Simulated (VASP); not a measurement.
A run of VASP 6.6.1 is set up as follows.

Contents of INCAR:

```
SYSTEM = FePt
  PREC = Accurate
  ENCUT = 520
  EDIFF = 1E-6
  ISMEAR = 0
  SIGMA = 0.1
  LREAL = .FALSE.
  LASPH = .TRUE.
  NELM = 150
  ALGO = Normal
  ISIF = 2
  LWAVE = .FALSE.
  LCHARG = .TRUE.
  ISPIN = 2
  MAGMOM = 3.26 0.44
  LORBIT = 11
  LMAXMIX = 4
  GGA = PS
  LELF = .TRUE.
  LVHAR = .TRUE.
  NBANDS = 20
```

KPOINTS

```
Automatic mesh
0
G
  16 16 12
  0 0 0
```

Contents of POSCAR:

```
FePt
1.0
    2.6867834649      0.0000000000      0.0000000000
    0.0000000000      2.6867834649      0.0000000000
    0.0000000000      0.0000000000      3.7173957956
Fe Pt
1 1
Direct
    0.0000000000      0.0000000000      0.0000000000
    0.5000000000      0.5000000000      0.5000000000
```

Potentials or basis: VASP PAW PBE potentials, release 64 (Fe, Pt).

The run is started by

```bash
$ cat potpaw_PBE.64/Fe/POTCAR potpaw_PBE.64/Pt/POTCAR > POTCAR
$ mpirun -np 1 vasp_std > vasp.out
```

**Question.** Predict the net moment.

**Answer.** 3.21 μB per cell.

**Question.** What does it give for the site moments?

**Answer.** Fe +2.85; Pt +0.32 μB.

Stress tensor (GPa, compression positive):
```
-0.33  0.00  0.00
 0.00 -0.33  0.00
 0.00  0.00 -0.21
```

Caveat: the PAW data sets were made with another functional, which shifts forces and pressure a little.
